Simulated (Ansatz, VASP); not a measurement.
**One calculation of Li, two programs**

The input INCAR:

```
ALGO = Normal
EDIFF = 1E-7
EDIFFG = -0.005
ENCUT = 600
GGA = CA
IBRION = 2
ISIF = 3
ISMEAR = -1
LASPH = T
LCHARG = F
LREAL = F
LWAVE = F
NELM = 60
NSW = 80
PREC = Accurate
SIGMA = 0.05
```

Contents of KPOINTS:

```
k-points
0
Gamma
  11 11 11
```

The input POSCAR:

```
Li
1.0
   -1.7546500000      1.7546500000      1.7546500000
    1.7546500000     -1.7546500000      1.7546500000
    1.7546500000      1.7546500000     -1.7546500000
Li
1
Direct
    0.0000000000      0.0000000000      0.0000000000
```

input.yaml

```yaml
crystal:
  lattice:
    - [-1.75465, 1.75465, 1.75465]
    - [1.75465, -1.75465, 1.75465]
    - [1.75465, 1.75465, -1.75465]
  atoms:
    - { symbol: Li, position: [0.0, 0.0, 0.0] }
kpoints:
  mp_grid: { grid: [11, 11, 11] }
scf:
  occupations: { method: fermi_dirac, width: 0.05 }
hamiltonian:
  xc: lda
  pseudopotentials: { kind: all_electron, lapw: { basis_error: 0.001 } }
output:
  forces: true
  stress: true
relax:
  f_tol: 0.005
  max_steps: 60
  cell: {}
```

Alike in both runs: task relaxation of cell and atoms; functional LDA; k mesh 11 × 11 × 11; occupations fermi-dirac, width 0.05 eV; no spin polarisation.

```csv
,VASP,Ansatz
version,VASP 6.6.1,Ansatz 0.2.0
potentials or method,"VASP PAW LDA potentials, release 64 (Li_sv), cutoff 600 eV","all-electron LAPW, scalar-relativistic"
```

Ansatz gave:

```
relaxed volume (Å³/atom)                                     : 19.03
relaxed cell length with the largest relative difference (Å) : 2.913
```

Question: Which values does VASP return?

Answer: Relaxed volume (Å³/atom): 18.73; relaxed cell length with the largest relative difference (Å): 2.898.

LDA's correlation is that of Perdew and Zunger in VASP and of Perdew and Wang (1992) in Ansatz. Ansatz ran all-electron here, and VASP with PAW potentials.

Noted on VASP's run: the cutoff is short for stress, so the pressure is rough.
